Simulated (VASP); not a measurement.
# TiO2 (P4_2/mnm) in VASP: further runs, part 2 of 2

VASP 6.6.1. Earlier steps stand in the parts before.

## 4. Relaxation of cell and atoms, PBEsol, target pressure 10 GPa, at which the enthalpy is minimised

Contents of INCAR:

```
PREC = Accurate ; ENCUT = 600
EDIFF = 1E-6 ; ISMEAR = 0
SIGMA = 0.01 ; LREAL = F
LASPH = T ; NELM = 80
ALGO = Normal ; ISIF = 3
LWAVE = F ; LCHARG = F
GGA = PS ; IBRION = 2
NSW = 100 ; EDIFFG = -0.002
PSTRESS = 100.0
```

Contents of KPOINTS:

```
Automatic mesh
0
Gamma
  6 6 8
```

Contents of POSCAR:

```
TiO2
1.0
    4.5912577569      0.0000000000      0.0000000000
    0.0000000000      4.5912577569      0.0000000000
    0.0000000000      0.0000000000      2.9389898555
Ti O
2 4
Direct
    0.0000000000      0.0000000000      0.0000000000
    0.5000000000      0.5000000000      0.5000000000
    0.3044381815      0.3044381815      0.0000000000
    0.1955618185      0.8044381815      0.5000000000
    0.6955618185      0.6955618185      0.0000000000
    0.8044381815      0.1955618185      0.5000000000
```

Potentials or basis: VASP PAW PBE potentials, release 64 (Ti_sv, O).

On the command line:

```
$ cat potpaw_PBE.64/Ti_sv/POTCAR potpaw_PBE.64/O/POTCAR > POTCAR
$ mpirun -np 1 vasp_std > vasp.out
```

OUTCAR:

```text
PREC = Accurate
   ENCUT = 600
   EDIFF = 1E-6
   ISMEAR = 0
   LREAL = F
   LASPH = T
   NELM = 80
   ISIF = 3
   GGA = PS
   IBRION = 2
   NSW = 100
   EDIFFG = -0.002
   PSTRESS = 100.0

 ion  position               nearest neighbor table
   1  0.000  0.000  0.000-   4 1.94   6 1.94   4 1.94   6 1.94   5 1.98   3 1.98
   2  0.500  0.500  0.500-   3 1.94   5 1.94   3 1.94   5 1.94   4 1.98   6 1.98
   3  0.304  0.304  0.000-   2 1.94   2 1.94   1 1.98
   4  0.196  0.804  0.500-   1 1.94   1 1.94   2 1.98
   5  0.696  0.696  0.000-   2 1.94   2 1.94   1 1.98
   6  0.804  0.196  0.500-   1 1.94   1 1.94   2 1.98

  LATTYP: Found a simple tetragonal cell.
 ALAT       =     4.5912577569
 C/A-ratio  =     0.6401273923

  Lattice vectors:

 A1 = (   4.5912577569,   0.0000000000,   0.0000000000)
 A2 = (   0.0000000000,   4.5912577569,   0.0000000000)
 A3 = (   0.0000000000,   0.0000000000,   2.9389898555)

Analysis of symmetry for initial positions (statically):
=====================================================================
 Subroutine PRICEL returns:
[... 190 lines left out ...]
  -------------------------------------------------------------------------------------
  Total        0.1357881      0.1357881      0.2472642      0.0000000      0.0000000      0.0000000
  in kB        3.5116458      3.5116458      6.3945563      0.0000000      0.0000000      0.0000000
  external PRESSURE =     -95.5273840 kB  Pullay stress =     100.0000000 kB
[... 109 lines left out ...]
  energy  without entropy=      -56.0382993908  energy(sigma->0) =      -56.03829939

  enthalpy is  TOTEN    =       -52.3075489362 eV   P V=        3.7307504545

[... ionic steps 4 to 12 ...]

--------------------------------------- Ionic step       13  -------------------------------------------

 number of electron      48.0000000 magnetization

------------------------ aborting loop because EDIFF is reached ----------------------------------------
[... 79 lines left out ...]
--------------------------------------- Ionic step       15  -------------------------------------------

 number of electron      48.0000000 magnetization

 Free energy of the ion-electron system (eV)
  ---------------------------------------------------
  ext. energy  EPLUGINS =         0.00000000
  ---------------------------------------------------
  free energy    TOTEN  =       -56.03269928 eV

  energy without entropy =      -56.03269928  energy(sigma->0) =      -56.03269928

 E-fermi :   5.3780     XC(G=0): -11.9604

 val. band max:        5.2672753176   @ k =   0.0000   0.0000   0.0000
 cond. band min:       7.1339529557   @ k =   0.0000   0.0000   0.0000
 fundamental gap:      1.8666776381
 Fermi energy:         5.3779757614

 k-point     1 :       0.0000    0.0000    0.0000
  band No.  band energies     occupation
      1     -51.2870      2.00000
      2     -51.2640      2.00000
      3     -27.7612      2.00000
      4     -27.7612      2.00000
      5     -27.5571      2.00000
      6     -27.5571      2.00000
[... 733 lines left out ...]
     27       8.5798      0.00000
     28       8.5798      0.00000

 [... further k-points ...]
[... 5 lines left out ...]
  --------------------------------------------------------------------------------------
  -------------------------------------------------------------------------------------
  Total        3.7161463      3.7161463      3.7111103      0.0000000      0.0000000      0.0000000
  in kB       99.9262609     99.9262609     99.7908452      0.0000000      0.0000000      0.0000000
  external PRESSURE =      -0.1188777 kB  Pullay stress =     100.0000000 kB
[... 25 lines left out ...]
  energy  without entropy=      -56.0326992802  energy(sigma->0) =      -56.03269928

  enthalpy is  TOTEN    =       -52.3138107412 eV   P V=        3.7188885390

 reached required accuracy - stopping structural energy minimisation
```

CONTCAR:

```text
TiO2
   1.00000000000000
     4.5184676722977501    0.0000000000000000    0.0000000000000000
     0.0000000000000000    4.5184676722977501    0.0000000000000000
     0.0000000000000000    0.0000000000000000    2.9183769438149456
  Ti              O
     2     4
Direct
     0.0000000000000000    0.0000000000000000    0.0000000000000000
     0.5000000000000000    0.5000000000000000    0.5000000000000000
     0.3030874688076821    0.3030874688076821    0.0000000000000000
     0.1969125311923180    0.8030874688076823    0.5000000000000000
     0.6969125311923177    0.6969125311923177    0.0000000000000000
     0.8030874688076823    0.1969125311923180    0.5000000000000000

  0.00000000E+00  0.00000000E+00  0.00000000E+00
  0.00000000E+00  0.00000000E+00  0.00000000E+00
  0.00000000E+00  0.00000000E+00  0.00000000E+00
  0.00000000E+00  0.00000000E+00  0.00000000E+00
  0.00000000E+00  0.00000000E+00  0.00000000E+00
  0.00000000E+00  0.00000000E+00  0.00000000E+00
```

Wall time 19 min (1 thread of AMD EPYC 7R13, shared host); peak memory 0.22 GiB.

Results:

* Free energy: -56.0327 eV
* Relaxed volume: 9.93 Å³/atom
* Relaxed cell: a = 4.518 Å, b = 4.518 Å, c = 2.918 Å, α = 90.00°, β = 90.00°, γ = 90.00°
* Space group after relaxing (to 0.05 Å): P4_2/mnm (No. 136)
* Energy change on relaxing (the enthalpy is what falls): +12.3 meV/atom
* Ionic steps: 15
* Pressure after relaxing: 10.0 GPa
* Band gap on the k mesh: 1.87 eV, direct

Step by step:
| step | energy change (eV) | largest force (eV/Å) | pressure (GPa) | volume (Å³) |
| --- | --- | --- | --- | --- |
| 1 | 0.0000 | 0.0232 | 0.45 | 61.95 |
| 2 | 0.4268 | 0.5029 | 27.22 | 56.60 |
| 3 | 0.0680 | 0.2030 | 9.91 | 59.77 |
| 4 | 0.0707 | 0.2069 | 10.09 | 59.73 |
| 5 | 0.0756 | 0.0097 | 10.14 | 59.55 |
| 6 | 0.0757 | 0.0132 | 10.16 | 59.55 |
| 7 | 0.0710 | 0.0083 | 9.79 | 59.62 |
| 8 | 0.0726 | 0.0103 | 9.86 | 59.60 |
| 9 | 0.0730 | 0.0104 | 9.95 | 59.59 |
| 10 | 0.0728 | 0.0101 | 9.95 | 59.60 |
| 11 | 0.0727 | 0.0097 | 9.93 | 59.60 |
| 12 | 0.0740 | 0.0012 | 10.00 | 59.58 |
| 13 | 0.0741 | 0.0030 | 9.99 | 59.57 |
| 14 | 0.0742 | 0.0038 | 10.02 | 59.57 |
| 15 | 0.0736 | 0.0015 | 9.99 | 59.58 |

Final structure:
```cif
data_structure
_symmetry_space_group_name_H-M 'P 1'
_symmetry_Int_Tables_number 1
_cell_length_a 4.5185
_cell_length_b 4.5185
_cell_length_c 2.9184
_cell_angle_alpha 90.000
_cell_angle_beta 90.000
_cell_angle_gamma 90.000
_cell_volume 59.58
loop_
_atom_site_label
_atom_site_type_symbol
_atom_site_fract_x
_atom_site_fract_y
_atom_site_fract_z
_atom_site_occupancy
Ti1 Ti 0.00000 0.00000 0.00000 1
Ti2 Ti 0.50000 0.50000 0.50000 1
O1 O 0.30309 0.30309 0.00000 1
O2 O 0.19691 0.80309 0.50000 1
O3 O 0.69691 0.69691 0.00000 1
O4 O 0.80309 0.19691 0.50000 1
```

Caveat: the cell is relaxed towards a set pressure, so the enthalpy falls and the energy may rise; the PAW data sets were made with another functional, which shifts forces and pressure a little.

## 5. Summary

```csv
cell,gap on the mesh (eV),pressure (GPa)
relaxed to 4 GPa,1.84,4.0
relaxed to 7 GPa,1.86,7.0
relaxed to 10 GPa,1.87,10.0
```

Alike in all rows: task relaxation of cell and atoms; level PBEsol; potentials or basis VASP PAW PBE potentials, release 64 (Ti_sv, O); no spin polarisation; k mesh 6 × 6 × 8; cutoff (eV) 600; smearing gaussian 0.01 eV.

Caveats: the cell is relaxed towards a set pressure, so the enthalpy falls and the energy may rise; the PAW data sets were made with another functional, which shifts forces and pressure a little.

Total energies depend on the potentials used, so only differences within one code and one set of settings carry meaning.
